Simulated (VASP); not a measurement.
# KTaO3 (P4/mmm) in VASP: further runs

The runs below take KTaO3 through single point, with PBEsol.

Everything below comes from runs of VASP 6.6.1. Logs are shortened: lines on timing, memory, paths and dates and some standing lists are left out, and cuts for length are marked.

### 1 The cell of the first run

Symmetry: P4/mmm, No. 123, tetragonal system. Conventional cell: a = 3.932 Å, b = 3.932 Å, c = 4.094 Å, α = 90.00°, β = 90.00°, γ = 90.00°. K (site symmetry 4/mmm) has 12 O at 2.78 to 2.84 Å and 8 Ta at 3.45 Å within 3.7 Å. Ta (site symmetry 4/mmm) has 6 O at 1.97 to 2.05 Å within 2.6 Å. Within 2.6 Å of O (site symmetry mmm) lie 2 Ta at 1.97 Å. Within 2.9 Å of O (site symmetry 4/mmm) lie 2 Ta at 2.05 Å and 4 K at 2.78 Å and 8 O at 2.84 Å.

### 2 Single point, PBEsol (12.66 Å³/atom)

INCAR reads:

```
SYSTEM = KTaO3
PREC = Accurate
ENCUT = 520
EDIFF = 1E-6
ISMEAR = 0
SIGMA = 0.05
LREAL = .FALSE.
LASPH = .TRUE.
NELM = 60
ALGO = Normal
ISIF = 2
LWAVE = .FALSE.
LCHARG = .FALSE.
GGA = PS
NBANDS = 27
```

KPOINTS reads:

```
regular mesh
0
G
  8 8 8
  0 0 0
```

POSCAR reads:

```
KTaO3
1.0
    3.9323343749      0.0000000000      0.0000000000
    0.0000000000      3.9323343749      0.0000000000
    0.0000000000      0.0000000000      4.0935600843
K Ta O
1 1 3
Direct
    0.5000000000      0.5000000000      0.5000000000
    0.0000000000      0.0000000000      0.0000000000
    0.5000000000      0.0000000000      0.0000000000
    0.0000000000      0.5000000000      0.0000000000
    0.0000000000      0.0000000000      0.5000000000
```

Potentials or basis: VASP PAW PBE potentials, release 64 (K_sv, Ta_pv, O).

Command:

```console
$ cat potpaw_PBE.64/K_sv/POTCAR potpaw_PBE.64/Ta_pv/POTCAR potpaw_PBE.64/O/POTCAR > POTCAR
$ mpirun -np 1 vasp_std > vasp.out
```

OUTCAR:

```text
SYSTEM = KTaO3
   PREC = Accurate
   ENCUT = 520
   EDIFF = 1E-6
   ISMEAR = 0
   LREAL = .FALSE.
   LASPH = .TRUE.
   NELM = 60
   ISIF = 2
   GGA = PS

 ion  position               nearest neighbor table
   1  0.500  0.500  0.500-   5 2.78   5 2.78   5 2.78   5 2.78   4 2.84   3 2.84   4 2.84   3 2.84
                             4 2.84   3 2.84   4 2.84   3 2.84   2 3.45   2 3.45   2 3.45   2 3.45
   2  0.000  0.000  0.000-   3 1.97   4 1.97   4 1.97   3 1.97   5 2.05   5 2.05   1 3.45   1 3.45
                             1 3.45   1 3.45   1 3.45   1 3.45   1 3.45   1 3.45
   3  0.500  0.000  0.000-   2 1.97   2 1.97   1 2.84   1 2.84   1 2.84   1 2.84
   4  0.000  0.500  0.000-   2 1.97   2 1.97   1 2.84   1 2.84   1 2.84   1 2.84
   5  0.000  0.000  0.500-   2 2.05   2 2.05   1 2.78   1 2.78   1 2.78   1 2.78

  LATTYP: Found a simple tetragonal cell.
 ALAT       =     3.9323343749
 C/A-ratio  =     1.0410000000

  Lattice vectors:

 A1 = (   3.9323343749,   0.0000000000,   0.0000000000)
 A2 = (   0.0000000000,   3.9323343749,   0.0000000000)
 A3 = (   0.0000000000,   0.0000000000,   4.0935600843)

Analysis of symmetry for initial positions (statically):
=====================================================================
 Subroutine PRICEL returns:
 Original cell was already a primitive cell.

 Routine SETGRP: Setting up the symmetry group for a
 simple tetragonal supercell.

 Subroutine GETGRP returns: Found 16 space group operations
 (whereof 16 operations were pure point group operations)
 out of a pool of 16 trial point group operations.

The static configuration has the point symmetry D_4h.

Analysis of symmetry for dynamics (positions and initial velocities):
=====================================================================
 Subroutine PRICEL returns:
 Original cell was already a primitive cell.

 Routine SETGRP: Setting up the symmetry group for a
 simple tetragonal supercell.

 Subroutine GETGRP returns: Found 16 space group operations
 (whereof 16 operations were pure point group operations)
 out of a pool of 16 trial point group operations.

The dynamic configuration has the point symmetry D_4h.

 Subroutine INISYM returns: Found 16 space group operations
 (whereof 16 operations are pure point group operations),
 and found     1 'primitive' translations

----------------------------------------------------------------------------------------

                                     Primitive cell

  volume of cell :      63.2998

  direct lattice vectors                    reciprocal lattice vectors
     3.932334375  0.000000000  0.000000000     0.254301874  0.000000000  0.000000000
     0.000000000  3.932334375  0.000000000     0.000000000  0.254301874  0.000000000
     0.000000000  0.000000000  4.093560084     0.000000000  0.000000000  0.244286142

  length of vectors
     3.932334375  3.932334375  4.093560084     0.254301874  0.254301874  0.244286142

  position of ions in fractional coordinates (direct lattice)
     0.500000000  0.500000000  0.500000000
     0.000000000  0.000000000  0.000000000
     0.500000000  0.000000000  0.000000000
     0.000000000  0.500000000  0.000000000
     0.000000000  0.000000000  0.500000000

  ion indices of the primitive-cell ions
   primitive index   ion index
                 1           1
                 2           2
                 3           3
                 4           4
                 5           5

----------------------------------------------------------------------------------------

 KPOINTS: regular mesh

Automatic generation of k-mesh.
 Grid dimensions read from file:
 generate k-points for:    8    8    8

 Generating k-lattice:

  Cartesian coordinates                     Fractional coordinates (reciprocal lattice)
     0.031787734  0.000000000  0.000000000     0.125000000  0.000000000  0.000000000
     0.000000000  0.031787734  0.000000000     0.000000000  0.125000000  0.000000000
     0.000000000  0.000000000  0.030535768     0.000000000  0.000000000  0.125000000

  Length of vectors
     0.031787734  0.031787734  0.030535768

  Shift w.r.t. Gamma in fractional coordinates (k-lattice)
     0.000000000  0.000000000  0.000000000

 Subroutine IBZKPT returns following result:
 ===========================================

 Found     75 irreducible k-points:

 Following reciprocal coordinates:
            Coordinates               Weight
  0.000000  0.000000  0.000000      1.000000
  0.125000  0.000000  0.000000      4.000000
  0.250000  0.000000  0.000000      4.000000
  0.375000  0.000000  0.000000      4.000000
  0.500000  0.000000  0.000000      2.000000
  0.125000  0.125000  0.000000      4.000000
[... 16 lines left out ...]
  0.375000  0.125000  0.125000     16.000000
  0.500000  0.125000  0.125000      8.000000
 [... further k-points ...]
   k-points           NKPTS =     75   k-points in BZ     NKDIM =     75   number of bands    NBANDS=     27
   number of dos      NEDOS =    301   number of ions     NIONS =      5
   total plane-waves  NPLWV =  27000
   dimension x,y,z NGX =    30 NGY =   30 NGZ =   30
   dimension x,y,z NGXF=    60 NGYF=   60 NGZF=   60
   ions per type =               1   1   3
   NGX,Y,Z   is equivalent  to a cutoff of  12.68, 12.68, 12.18 a.u.
   NGXF,Y,Z  is equivalent  to a cutoff of  25.37, 25.37, 24.37 a.u.
 SYSTEM =  KTaO3
   PREC   = accura    normal or accurate (medium, high low for compatibility)
   ISTART =      0    job   : 0-new  1-cont  2-samecut
   ICHARG =      2    charge: 1-file 2-atom 10-const
   ISPIN  =      1    spin polarized calculation?
   LNONCOLLINEAR =      F non collinear calculations
   LSORBIT =      F    spin-orbit coupling
   LASPH  =      T    aspherical Exc in radial PAW
   ENCUT  =  520.0 eV  38.22 Ry    6.18 a.u.   7.31  7.31  7.61*2*pi/ulx,y,z
   NELM   =     60;   NELMIN=  2; NELMDL= -5     # of ELM steps
   EDIFF  = 0.1E-05   stopping-criterion for ELM
   LREAL  =      F    real-space projection
   EDIFFG = 0.1E-04   stopping-criterion for IOM
   NSW    =      0    number of steps for IOM
   IBRION =     -1    ionic relax: 0-MD 1-quasi-New 2-CG
   NFREE  =      0    steps in history (QN), initial steepest desc. (CG)
   ISIF   =      2    stress and relaxation
   ISYM   =      2    0-nonsym 1-usesym 2-fastsym
   POTIM  = 0.5000    time-step for ionic-motion
   TEBEG  =    0.0;   TEEND  =   0.0 temperature during run
   PSTRESS=    0.0 pullay stress
   NELECT =      38.0000    total number of electrons
   NUPDOWN=      -1.0000    fix difference up-down
   EMIN   =  10.00;   EMAX   =-10.00  energy-range for DOS
   EFERMI =   0.00;   METHOD = LEGACY
   ISMEAR =     0;   SIGMA  =   0.05  broadening in eV -4-tet -1-fermi 0-gaus
   EFERMI_NEDOS =   21; number of points for ismear=-14 and -15
   IALGO  =     38    algorithm
   IMIX   =      4    mixing-type and parameters
     AMIX     =   0.40;   BMIX     =  1.00
     AMIX_MAG =   1.60;   BMIX_MAG =  1.00
  volume/ion in A,a.u.               =      12.66        85.43
  Fermi-wavevector in a.u.,A,eV,Ry     =   1.381027  2.609762 25.949497  1.907234
  Thomas-Fermi vector in A             =   2.505849
   LORBIT       =      0    0 simple, 1 ext, 2 COOP (PROOUT), +10 PAW based schemes
   GGA     = PS    functional components
   LHFCALC =     F    Hartree Fock is set to
   AEXX    =    0.0000 exact exchange contribution
   IVDW    =     0    specifies the selected vdW correction
   LEPSILON=     F    determine dielectric tensor
   LRPA    =     F    only Hartree local field effects (RPA)
 non-spin polarized calculation
 Gauss-broadening in eV      SIGMA  =   0.05
  energy-cutoff  :      520.00
  volume of cell :       63.30
 maximum number of plane-waves:      1727
 NGX is ok and might be reduce to    30
   NGX = 15   NGY = 15   NGZ = 15

 number of electron      37.9999998 magnetization

 Free energy of the ion-electron system (eV)
  ---------------------------------------------------
  ext. energy  EPLUGINS =         0.00000000
  ---------------------------------------------------
  free energy    TOTEN  =       -42.84200310 eV

  energy without entropy =      -42.84200310  energy(sigma->0) =      -42.84200310

 E-fermi :   2.0478     XC(G=0): -11.1504

 val. band max:        1.7004672645   @ k =   0.5000   0.5000   0.5000
 cond. band min:       3.7476454650   @ k =   0.0000   0.0000   0.0000
 fundamental gap:      2.0471782006
 Fermi energy:         2.0478144510

 k-point     1 :       0.0000    0.0000    0.0000
  band No.  band energies     occupation
      1     -32.4001      2.00000
      2     -32.4001      2.00000
      3     -32.3376      2.00000
      4     -25.4321      2.00000
      5     -15.9060      2.00000
      6     -15.2878      2.00000
[... 19 lines left out ...]
     26       9.4918      0.00000
     27       9.7095      0.00000

 k-point     2 :       0.1250    0.0000    0.0000
  band No.  band energies     occupation
      1     -32.4163      2.00000
      2     -32.3994      2.00000
      3     -32.3369      2.00000
      4     -25.4273      2.00000
      5     -15.8344      2.00000
      6     -15.2105      2.00000
[... 19 lines left out ...]
     26       9.7537      0.00000
     27       9.9429      0.00000

 k-point     3 :       0.2500    0.0000    0.0000
  band No.  band energies     occupation
      1     -32.4552      2.00000
      2     -32.3979      2.00000
      3     -32.3353      2.00000
      4     -25.4157      2.00000
      5     -15.7448      2.00000
      6     -14.9566      2.00000
[... 19 lines left out ...]
     26      10.4079      0.00000
     27      10.9490      0.00000

 k-point     4 :       0.3750    0.0000    0.0000
  band No.  band energies     occupation
      1     -32.4937      2.00000
      2     -32.3963      2.00000
      3     -32.3338      2.00000
      4     -25.4041      2.00000
      5     -15.7246      2.00000
      6     -14.8746      2.00000
[... 19 lines left out ...]
     26      10.9644      0.00000
     27      12.1395      0.00000

 k-point     5 :       0.5000    0.0000    0.0000
  band No.  band energies     occupation
      1     -32.5094      2.00000
      2     -32.3957      2.00000
      3     -32.3331      2.00000
      4     -25.3994      2.00000
      5     -15.7255      2.00000
      6     -14.8697      2.00000
[... 19 lines left out ...]
     26      11.2082      0.00000
     27      12.0225      0.00000

 k-point     6 :       0.1250    0.1250    0.0000
  band No.  band energies     occupation
      1     -32.4159      2.00000
      2     -32.4154      2.00000
      3     -32.3363      2.00000
      4     -25.4228      2.00000
      5     -15.7399      2.00000
      6     -15.1562      2.00000
[... 444 lines left out ...]
      1     -32.4155      2.00000
      2     -32.4151      2.00000
      3     -32.3458      2.00000
      4     -25.4197      2.00000
      5     -15.7235      2.00000
      6     -15.1529      2.00000
[... 19 lines left out ...]
     26      10.1493      0.00000
     27      10.3219      0.00000

 k-point    22 :       0.2500    0.1250    0.1250
  band No.  band energies     occupation
      1     -32.4541      2.00000
      2     -32.4137      2.00000
      3     -32.3442      2.00000
      4     -25.4095      2.00000
      5     -15.5788      2.00000
      6     -14.9148      2.00000
[... 19 lines left out ...]
     26      10.7605      0.00000
     27      11.2398      0.00000

 k-point    23 :       0.3750    0.1250    0.1250
  band No.  band energies     occupation
      1     -32.4924      2.00000
      2     -32.4121      2.00000
      3     -32.3426      2.00000
      4     -25.3994      2.00000
      5     -15.5352      2.00000
      6     -14.7676      2.00000
[... 19 lines left out ...]
     26      11.2563      0.00000
     27      12.3248      0.00000

 k-point    24 :       0.5000    0.1250    0.1250
  band No.  band energies     occupation
      1     -32.5081      2.00000
      2     -32.4114      2.00000
      3     -32.3419      2.00000
      4     -25.3952      2.00000
      5     -15.5306      2.00000
      6     -14.7587      2.00000
[... 19 lines left out ...]
     26      11.4922      0.00000
     27      12.3642      0.00000

 [... further k-points ...]

------------------------ aborting loop because EDIFF is reached ----------------------------------------

  FORCE on cell =-STRESS in cart. coord.  units (eV):
  Direction    XX          YY          ZZ          XY          YZ          ZX
  --------------------------------------------------------------------------------------
  -------------------------------------------------------------------------------------
  Total        2.4681033      2.4681033     -3.3005513      0.0000000     -0.0000000      0.0000000
  in kB       62.4700525     62.4700525    -83.5401070      0.0000000     -0.0000000      0.0000000
  external PRESSURE =      13.7999993 kB  Pullay stress =       0.0000000 kB

 VOLUME and BASIS-vectors are now :
 -----------------------------------------------------------------------------
  energy-cutoff  :      520.00
  volume of cell :       63.30
      direct lattice vectors                 reciprocal lattice vectors
     3.932334375  0.000000000  0.000000000     0.254301874  0.000000000  0.000000000
     0.000000000  3.932334375  0.000000000     0.000000000  0.254301874  0.000000000
     0.000000000  0.000000000  4.093560084     0.000000000  0.000000000  0.244286142

 POSITION                                       TOTAL-FORCE (eV/Angst)
 -----------------------------------------------------------------------------------
      1.96617      1.96617      2.04678         0.000000      0.000000      0.000000
      0.00000      0.00000      0.00000         0.000000      0.000000      0.000000
      1.96617      0.00000      0.00000         0.000000      0.000000      0.000000
      0.00000      1.96617      0.00000         0.000000      0.000000      0.000000
      0.00000      0.00000      2.04678         0.000000      0.000000      0.000000
 -----------------------------------------------------------------------------------
    total drift:                                0.000000     -0.000000      0.000000

  FREE ENERGIE OF THE ION-ELECTRON SYSTEM (eV)
  ---------------------------------------------------
  free  energy   TOTEN  =       -42.8420030993 eV

  energy  without entropy=      -42.8420030993  energy(sigma->0) =      -42.84200310
```

Wall time 46 s (1 thread of Intel Xeon 6975P-C (Granite Rapids), shared host); peak memory 0.25 GiB.

Results:

```yaml
Free_energy: -42.8420 eV
Pressure: 1.4 GPa
Band_gap_on_the_k_mesh: 2.05 eV (least direct gap 2.64 eV)
```

Caveat: the PAW data sets were made with another functional, which shifts forces and pressure a little; spin-orbit coupling is left out, which moves the levels of the heavy elements. Expect the measured gap to be larger: semilocal functionals such as PBEsol lack the derivative discontinuity.

### 3 Single point, PBEsol (12.66 Å³/atom)

INCAR reads:

```
SYSTEM = KTaO3
PREC = Accurate ; ENCUT = 520
EDIFF = 1E-6 ; ISMEAR = 0
SIGMA = 0.05 ; LREAL = .FALSE.
LASPH = .TRUE. ; NELM = 100
ALGO = Normal ; ISIF = 2
LWAVE = .FALSE. ; LCHARG = .FALSE.
GGA = PS ; NBANDS = 27
```

KPOINTS is that of step 2.

POSCAR: that of step 2 with these lines changed.

```diff
@@ -2,5 +2,5 @@
 1.0
-    3.9323343749      0.0000000000      0.0000000000
-    0.0000000000      3.9323343749      0.0000000000
-    0.0000000000      0.0000000000      4.0935600843
+    4.0391175149      0.0000000000      0.0000000000
+    0.0000000000      4.0391175149      0.0000000000
+    0.0000000000      0.0000000000      3.8799762848
 K Ta O
```

Potentials or basis: VASP PAW PBE potentials, release 64 (K_sv, Ta_pv, O).

Command:

```console
$ cat potpaw_PBE.64/K_sv/POTCAR potpaw_PBE.64/Ta_pv/POTCAR potpaw_PBE.64/O/POTCAR > POTCAR
$ mpirun -np 1 vasp_std > vasp.out
```

OUTCAR:

```text
SYSTEM = KTaO3
   PREC = Accurate
   ENCUT = 520
   EDIFF = 1E-6
   ISMEAR = 0
   LREAL = .FALSE.
   LASPH = .TRUE.
   NELM = 100
   ISIF = 2
   GGA = PS

 ion  position               nearest neighbor table
   1  0.500  0.500  0.500-   3 2.80   4 2.80   3 2.80   4 2.80   3 2.80   3 2.80   4 2.80   4 2.80
                             5 2.86   5 2.86   5 2.86   5 2.86   2 3.45   2 3.45   2 3.45   2 3.45
   2  0.000  0.000  0.000-   5 1.94   5 1.94   3 2.02   4 2.02   4 2.02   3 2.02   1 3.45   1 3.45
                             1 3.45   1 3.45   1 3.45   1 3.45   1 3.45   1 3.45
[... 928 lines left out ...]
  -------------------------------------------------------------------------------------
  Total       -1.6019608     -1.6019608      4.8514614      0.0000000     -0.0000000      0.0000000
  in kB      -40.5471579    -40.5471579    122.7951209      0.0000000     -0.0000000      0.0000000
  external PRESSURE =      13.9002684 kB  Pullay stress =       0.0000000 kB

 VOLUME and BASIS-vectors are now :
 -----------------------------------------------------------------------------
  energy-cutoff  :      520.00
  volume of cell :       63.30
      direct lattice vectors                 reciprocal lattice vectors
     4.039117515  0.000000000  0.000000000     0.247578833  0.000000000  0.000000000
     0.000000000  4.039117515  0.000000000     0.000000000  0.247578833  0.000000000
     0.000000000  0.000000000  3.879976285     0.000000000  0.000000000  0.257733534

 POSITION                                       TOTAL-FORCE (eV/Angst)
 -----------------------------------------------------------------------------------
      2.01956      2.01956      1.93999         0.000000      0.000000      0.000000
      0.00000      0.00000      0.00000         0.000000      0.000000      0.000000
      2.01956      0.00000      0.00000         0.000000      0.000000      0.000000
      0.00000      2.01956      0.00000         0.000000      0.000000      0.000000
      0.00000      0.00000      1.93999         0.000000      0.000000      0.000000
 -----------------------------------------------------------------------------------
    total drift:                                0.000000     -0.000000      0.000000

  FREE ENERGIE OF THE ION-ELECTRON SYSTEM (eV)
  ---------------------------------------------------
  free  energy   TOTEN  =       -42.8358151132 eV

  energy  without entropy=      -42.8358151132  energy(sigma->0) =      -42.83581511
```

OSZICAR:

```text
N       E                     dE             d eps       ncg     rms          rms(c)
DAV:   1     0.318162294750E+03    0.31816E+03   -0.20677E+04  4050   0.141E+03
DAV:   2    -0.312242414918E+02   -0.34939E+03   -0.33926E+03  4773   0.404E+02
DAV:   3    -0.499774107266E+02   -0.18753E+02   -0.18663E+02  5633   0.906E+01
DAV:   4    -0.506452064588E+02   -0.66780E+00   -0.66649E+00  6761   0.109E+01
DAV:   5    -0.506499653131E+02   -0.47589E-02   -0.47580E-02  5280   0.854E-01    0.343E+01
DAV:   6    -0.431259296853E+02    0.75240E+01   -0.31130E+01  4803   0.378E+01    0.135E+01
DAV:   7    -0.429205943253E+02    0.20534E+00   -0.17101E+00  5284   0.833E+00    0.942E+00
DAV:   8    -0.428540859192E+02    0.66508E-01   -0.38146E-01  4860   0.505E+00    0.265E+00
DAV:   9    -0.428373516977E+02    0.16734E-01   -0.32526E-02  5023   0.141E+00    0.365E-01
DAV:  10    -0.428358863920E+02    0.14653E-02   -0.14033E-02  5406   0.770E-01    0.137E-01
DAV:  11    -0.428357963637E+02    0.90028E-04   -0.12757E-03  5392   0.223E-01    0.299E-02
DAV:  12    -0.428358092578E+02   -0.12894E-04   -0.41722E-05  5442   0.491E-02    0.169E-02
DAV:  13    -0.428358150898E+02   -0.58320E-05   -0.82442E-06  5574   0.202E-02    0.476E-03
DAV:  14    -0.428358151132E+02   -0.23368E-07   -0.10337E-06  3979   0.625E-03
   1 F= -.42835815E+02 E0= -.42835815E+02  d E =-.987230E-17
```

Run time: 45 s. Hardware: 1 thread of Intel Xeon 6975P-C (Granite Rapids), shared host; peak memory 0.25 GiB.

What came out:

```
Free energy            : -42.8358 eV
Pressure               : 1.4 GPa
Band gap on the k mesh : 2.02 eV (least direct gap 2.62 eV)
```

Stress tensor (GPa, compression positive):
```
-4.05  0.00  0.00
 0.00 -4.05  0.00
 0.00  0.00 12.28
```

Caveat: the PAW data sets were made with another functional, which shifts forces and pressure a little; spin-orbit coupling is left out, which moves the levels of the heavy elements. A k mesh can miss the band edges.
